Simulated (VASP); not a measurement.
A run of VASP 6.6.1:

INCAR

```
PREC = Accurate
ENCUT = 520
EDIFF = 1E-6
ISMEAR = 0
SIGMA = 0.15
LREAL = False
LASPH = True
NELM = 80
ALGO = Fast
ISIF = 2
LWAVE = False
LCHARG = False
GGA = PS
NBANDS = 10
```

File KPOINTS:

```
regular mesh
0
Gamma
  14 14 14
```

Contents of POSCAR:

```
Rb
1.0
   -3.0482889548      3.0482889548      2.3776653848
    3.0482889548     -3.0482889548      2.3776653848
    3.0482889548      3.0482889548     -2.3776653848
Rb
1
Direct
    0.0000000000      0.0000000000      0.0000000000
```

Potentials or basis: VASP PAW PBE potentials, release 64 (Rb_sv).

Run with:

```bash
$ cat potpaw_PBE.64/Rb_sv/POTCAR > POTCAR
$ mpirun -np 1 vasp_std > vasp.out
```

Hardware: 1 thread of Intel(R) Xeon(R) 6975P-C (Granite Rapids), with other jobs on the host.

Q: How long does it take, and how much memory?

A: Run time: 82 s on 1 thread of Intel(R) Xeon(R) 6975P-C (Granite Rapids) (shared host), peak memory 0.37 GiB. Counts: scf iterations 11, k points 244.
